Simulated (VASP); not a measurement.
Here is a VASP 6.6.1 calculation.

The input INCAR:

```
  PREC = Accurate
  ENCUT = 520
  EDIFF = 1E-6
  ISMEAR = -1
  SIGMA = 0.08
  LREAL = False
  LASPH = True
  NELM = 80
  ALGO = Normal
  ISIF = 2
  LWAVE = False
  LCHARG = True
  GGA = CA
  LELF = True
  LVHAR = True
  NBANDS = 20
```

The input KPOINTS:

```
regular mesh
0
Gamma
  18 18 10
```

POSCAR

```
V
1.0
    2.5376597910      0.0000000000      0.0000000000
   -1.2688298955      2.1976778452      0.0000000000
    0.0000000000      0.0000000000      4.6253245015
V
2
Direct
    0.3333333333      0.6666666667      0.2500000000
    0.6666666667      0.3333333333      0.7500000000
```

Potentials or basis: VASP PAW LDA potentials, release 64 (V_sv).

Run with:

```console
$ cat potpaw_LDA.64/V_sv/POTCAR > POTCAR
$ mpirun -np 1 vasp_std > vasp.out
```

Q: What does it give for the pressure?

A: 0.5 GPa.

Q: Predict the band gap on the k mesh.

A: Zero (band 13 reaches 12.16 eV, above the bottom of band 14 at 9.73 eV).
